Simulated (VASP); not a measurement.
Set up this calculation in VASP 6.6.1, as the native input.

| Quantity | Value |
| --- | --- |
| Task | electric field gradients |
| Functional | LDA |
| Potentials or basis | VASP PAW LDA potentials, release 64 (Zn, Se) |
| Cutoff | 520 eV |
| k mesh | 8 × 8 × 8 |
| Occupations | fermi-dirac, width 0.03 eV |
| Spin | no spin polarisation |
| Dipole correction | no |
| Further INCAR settings | ALGO = Normal; EDIFF = 1e-08; NBANDS = 16 |

The structure of ZnSe lies in POSCAR:

```
ZnSe
1.0
    0.0000000000      2.8432146871      2.8432146871
    2.8432146871      0.0000000000      2.8432146871
    2.8432146871      2.8432146871      0.0000000000
Zn Se
1 1
Direct
    0.0000000000      0.0000000000      0.0000000000
    0.7500000000      0.7500000000      0.7500000000
```

This cell differs from its parent crystal: volume scaled by 1.01.

The input as run:

INCAR

```
PREC = Accurate
ENCUT = 520
EDIFF = 1E-8
ISMEAR = -1
SIGMA = 0.03
LREAL = F
LASPH = T
NELM = 80
ALGO = Normal
ISIF = 2
LWAVE = F
LCHARG = F
LEFG = T
NBANDS = 16
```

KPOINTS

```
Automatic mesh
0
Gamma
  8 8 8
```

Potentials or basis: VASP PAW LDA potentials, release 64 (Zn, Se).

The run is started by

```sh
$ cat potpaw_LDA.64/Zn/POTCAR potpaw_LDA.64/Se/POTCAR > POTCAR
$ mpirun -np 1 vasp_std > vasp.out
```

Results of the run:

- Pressure: -3.6 GPa
- Band gap on the k mesh: 1.03 eV, direct

Caveat: without QUAD_EFG the Cq values of the log hold for a quadrupole moment of 1 mb, not for the nuclei.

It took 20 s on 1 thread of Intel(R) Xeon(R) Platinum 8259CL CPU @ 2.50GHz (Skylake/Cascade Lake) (shared host), peak memory 0.15 GiB.
